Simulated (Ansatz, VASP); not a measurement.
Si2W in VASP and in Ansatz

Contents of INCAR:

```
SYSTEM = Si2W
  PREC = Accurate
  ENCUT = 520
  EDIFF = 1E-6
  ISMEAR = 0
  SIGMA = 0.15
  LREAL = .FALSE.
  LASPH = .TRUE.
  NELM = 80
  ALGO = Normal
  ISIF = 2
  LWAVE = .FALSE.
  LCHARG = .FALSE.
  GGA = PE
  NBANDS = 18
```

The input KPOINTS:

```
Automatic mesh
0
G
  18 18 18
  0 0 0
```

The input POSCAR:

```
Si2W
1.0
   -1.7110815054      1.7110815054      3.9231676757
    1.7110815054     -1.7110815054      3.9231676757
    1.7110815054      1.7110815054     -3.9231676757
Si W
2 1
Direct
    0.3345726944      0.3345726944      0.0000000000
    0.6654273056      0.6654273056      0.0000000000
    0.0000000000      0.0000000000      0.0000000000
```

Input for Ansatz:

```yaml
crystal:
  lattice:
    - [-1.7110815054, 1.7110815054, 3.9231676757]
    - [1.7110815054, -1.7110815054, 3.9231676757]
    - [1.7110815054, 1.7110815054, -3.9231676757]
  atoms:
    - { symbol: Si, position: [0.3345726944, 0.3345726944, 0.0] }
    - { symbol: Si, position: [0.6654273056, 0.6654273056, 0.0] }
    - { symbol: W, position: [0.0, 0.0, 0.0] }
basis:
  ecutwfc: 420
kpoints:
  mp_grid: { grid: [18, 18, 18] }
hamiltonian:
  xc: pbe
  pseudopotentials: { kind: paw, azcp: { folder: soft_1 } }
scf:
  occupations: { method: gaussian, width: 0.15 }
output:
  forces: true
  stress: true
  eigenvalues: true
```

Alike in both runs: task single point; functional PBE; k mesh 18 × 18 × 18; occupations gaussian, width 0.15 eV; no spin polarisation.

```csv
,VASP,Ansatz
version,VASP 6.6.1,Ansatz 0.2.0
potentials or method,"VASP PAW PBE potentials, release 64 (Si, W_sv), cutoff 520 eV","scalar-relativistic, plane waves, PAW"
valence electrons in the cell,22,22
```

|  | VASP | Ansatz | Ansatz less VASP |
| --- | --- | --- | --- |
| gap on the k mesh at the Fermi level (eV) | none | none | - |
| pressure (GPa) | -17.9 | -17.9 | 0.00 |
| traceless stress, the component that is largest in VASP (GPa) | 11.21 | 11.24 | +0.022 |
| rms of the force components (eV/Å) | 0.091 | 0.090 | -0.0002 |

Atom by atom the forces differ by 0.000 eV/Å (rms over components). A gap of «none» marks a metal or a gap that the smearing closes. The functional is the same, so the differences come from potentials, cutoffs and numerics.

Spin-orbit coupling is off throughout.
